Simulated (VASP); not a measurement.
Input of a VASP 6.6.1 run:

File INCAR:

```
SYSTEM = BaTiO3
  ALGO = Normal
  EDIFF = 1E-6
  ENCUT = 520
  GGA = PE
  ISIF = 2
  ISMEAR = 0
  LASPH = .True.
  LCHARG = .False.
  LREAL = .False.
  LWAVE = .False.
  NBANDS = 28
  NELM = 60
  PREC = Accurate
  SIGMA = 0.01
```

The input KPOINTS:

```
k-points
0
Gamma
  6 6 6
  0 0 0
```

The input POSCAR:

```
BaTiO3
1.0
    4.0590478198      0.0000000000      0.0000000000
    0.0000000000      4.0590478198      0.0000000000
    0.0000000000      0.0000000000      4.0590478198
Ba Ti O
1 1 3
Direct
    0.5000000000      0.5000000000      0.5000000000
    0.0000000000      0.0000000000      0.0000000000
    0.5000000000      0.0000000000      0.0000000000
    0.0000000000      0.5000000000      0.0000000000
    0.0000000000      0.0000000000      0.5000000000
```

Potentials or basis: VASP PAW PBE potentials, release 64 (Ba_sv, Ti_sv, O).

Command:

```bash
$ cat potpaw_PBE.64/Ba_sv/POTCAR potpaw_PBE.64/Ti_sv/POTCAR potpaw_PBE.64/O/POTCAR > POTCAR
$ mpirun -np 1 vasp_std > vasp.out
```

**Question.** Predict the band gap on the k mesh.

**Answer.** 1.66 eV, indirect (least direct gap 1.84 eV).

**Question.** Predict the pressure.

**Answer.** -3.0 GPa.

Caveat: spin-orbit coupling is left out, which moves the levels of the heavy elements. A k mesh can miss the band edges.
